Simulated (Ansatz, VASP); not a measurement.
**One calculation of Pt, two programs**

```
Pt
1.0
    -1.58422    1.58422    1.58422
     1.58422   -1.58422    1.58422
     1.58422    1.58422   -1.58422
Pt
1
Direct
  0.00000 0.00000 0.00000
```

Alike in both runs: task relaxation of cell and atoms; functional PBEsol; k mesh 12 × 12 × 12; occupations fermi-dirac, width 0.05 eV; no spin polarisation.

```csv
,VASP,Ansatz
version,VASP 6.6.1,Ansatz 0.2.0
potentials or method,"VASP PAW PBE potentials, release 64 (Pt)",Ansatz PAW
plane-wave cutoff (eV),600,420
valence electrons in the cell,10,18
```

Ansatz gave:

| Item | Value |
| --- | --- |
| gap on the k mesh at the Fermi level, each at its own relaxed structure (eV) | none |
| relaxed volume (Å³/atom) | 15.19 |
| relaxed cell length with the largest relative difference (Å) | 2.703 |

Task: What did VASP give for the same quantities?

Result: gap on the k mesh at the Fermi level, each at its own relaxed structure (eV): none; relaxed volume (Å³/atom): 15.18; relaxed cell length with the largest relative difference (Å): 2.702.

VASP's potentials were made for PBE, not for PBEsol. A gap of «none» marks a metal or a gap that the smearing closes. VASP's potentials hold 10 valence electrons a cell and Ansatz's 18, so a difference there can come from the potentials and not from the codes.

Spin-orbit coupling is off throughout. Noted on Ansatz's run: the plane-wave basis is chosen anew once the cell has moved, so the energies of steps on either side of that aren't comparable.
